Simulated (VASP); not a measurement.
BaTiO3: single point with r2SCAN

BaTiO3:

```
Ba Ti O
1.0
    -3.99397    0.00000    0.00000
     0.00000   -3.99397    0.00000
    -1.59759    0.00000   11.98231
Ba Ti O
3 3 9
Direct
  0.63334 0.00000 0.91665
  0.90001 0.00000 0.24998
  0.76667 0.00000 0.58332
  0.46667 0.50000 0.08332
  0.33334 0.50000 0.41665
  0.20001 0.50000 0.74998
  0.40001 0.50000 0.24998
  0.26667 0.50000 0.58332
  0.13334 0.50000 0.91665
  0.46667 0.00000 0.08332
  0.33334 0.00000 0.41665
  0.20001 0.00000 0.74998
  0.96667 0.50000 0.08332
  0.83334 0.50000 0.41665
  0.70001 0.50000 0.74998
```

This cell differs from its parent crystal: the part above a cut slid along it.

```
Program                : VASP 6.6.1
Task                   : single point
Functional             : r2SCAN
Potentials or basis    : VASP PAW PBE potentials, release 64 (Ba_sv, Ti_sv, O)
Cutoff                 : 520 eV
k mesh                 : 7 × 7 × 3
Occupations            : gaussian, width 0.05 eV
Spin                   : no spin polarisation
Dipole correction      : no
Further INCAR settings : LREAL = Auto; ALGO = Normal; EDIFF = 1e-06; NBANDS = 73
```

| Property | Result |
| --- | --- |
| Pressure | 8.9 GPa |
| Largest force | 11.637 eV/Å |
| Band gap on the k mesh | 0.32 eV |

Forces in eV/Å, atoms in the order of the input:
```
Ba   -2.534   0.000 -11.358
Ba   -0.020   0.000   0.194
Ba   -0.003   0.000   0.418
Ti    0.761   0.000   4.487
Ti   -0.006   0.000   1.325
Ti    0.059   0.000   1.278
O     0.157   0.000  -1.358
O    -0.049   0.000  -1.212
O    -2.057   0.000  -3.587
O     1.720   0.000   7.611
O     0.003   0.000  -0.377
O    -0.127   0.000  -0.303
O     2.198   0.000   3.158
O     0.007   0.000  -0.291
O    -0.109   0.000   0.016
```

Stress tensor (GPa, compression positive):
```
-3.49  0.00  8.88
 0.00  5.33  0.00
 8.88  0.00 24.85
```

Levels at points of the mesh, in eV from the valence-band top:
```csv
k point,band 58,band 59,band 60,band 61,band 62,band 63
"(0.00, 0.00, 0.00)",-1.03,-0.92,0.00,0.32,0.42,0.85
```

Run time: 57 min on 1 thread of Oxide Virtual Turin-like Processor (shared host), peak memory 0.51 GiB.

Caveat: the cell differs from its parent crystal (the part above a cut slid along it); the stress differs along the axes, from -3 to 25 GPa; the PAW data sets were made with another functional, which shifts forces and pressure a little; spin-orbit coupling is left out, which moves the levels of the heavy elements. A k mesh can miss the band edges.
